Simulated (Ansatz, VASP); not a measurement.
## One calculation of GaN, two programs

File INCAR:

```
SYSTEM = GaN
PREC = Accurate
ENCUT = 600
EDIFF = 1E-6
ISMEAR = 0
SIGMA = 0.02
LREAL = .FALSE.
LASPH = .TRUE.
NELM = 100
ALGO = Normal
ISIF = 3
LWAVE = .FALSE.
LCHARG = .FALSE.
GGA = PE
IBRION = 2
NSW = 100
EDIFFG = -0.005
```

Contents of KPOINTS:

```
regular mesh
0
G
  10 10 10
  0 0 0
```

POSCAR

```
GaN
1.0
    0.0000000000      2.2716540785      2.2716540785
    2.2716540785      0.0000000000      2.2716540785
    2.2716540785      2.2716540785      0.0000000000
Ga N
1 1
Direct
    0.0000000000      0.0000000000      0.0000000000
    0.7500000000      0.7500000000      0.7500000000
```

Input for Ansatz:

```yaml
crystal:
  lattice:
    - [0.0, 2.2716540742, 2.2716540742]
    - [2.2716540742, 0.0, 2.2716540742]
    - [2.2716540742, 2.2716540742, 0.0]
  atoms:
    - { symbol: Ga, position: [0.0, 0.0, 0.0] }
    - { symbol: "N", position: [0.75, 0.75, 0.75] }
basis:
  ecutwfc: 420
kpoints:
  mp_grid: { grid: [10, 10, 10] }
hamiltonian:
  xc: pbe
scf:
  occupations: { method: gaussian, width: 0.02 }
output:
  forces: true
  stress: true
  eigenvalues: true
  write_density: true
  write_potential: true
  elf: true
  volumetric_format: npy
relax:
  adjacent_minimum: "off"
  f_tol: 0.005
  max_steps: 80
  cell: { stress_tol: 0.05 }
```

Alike in both runs: task relaxation of cell and atoms; functional PBE; k mesh 10 × 10 × 10; occupations gaussian, width 0.02 eV; no spin polarisation.

```csv
,VASP,Ansatz
version,VASP 6.6.1,Ansatz 0.2.0
potentials or method,"VASP PAW PBE potentials, release 64 (Ga_d, N), cutoff 600 eV","scalar-relativistic, plane waves, PAW"
valence electrons in the cell,18,18
```

|  | VASP | Ansatz | Ansatz less VASP |
| --- | --- | --- | --- |
| gap on the k mesh at the Fermi level, each at its own relaxed structure (eV) | 1.55 | 1.54 | -0.008 |
| relaxed volume (Å³/atom) | 11.76 | 11.76 | +0.002 |
| relaxed cell length with the largest relative difference (Å) | 3.216 | 3.216 | +0.0002 |
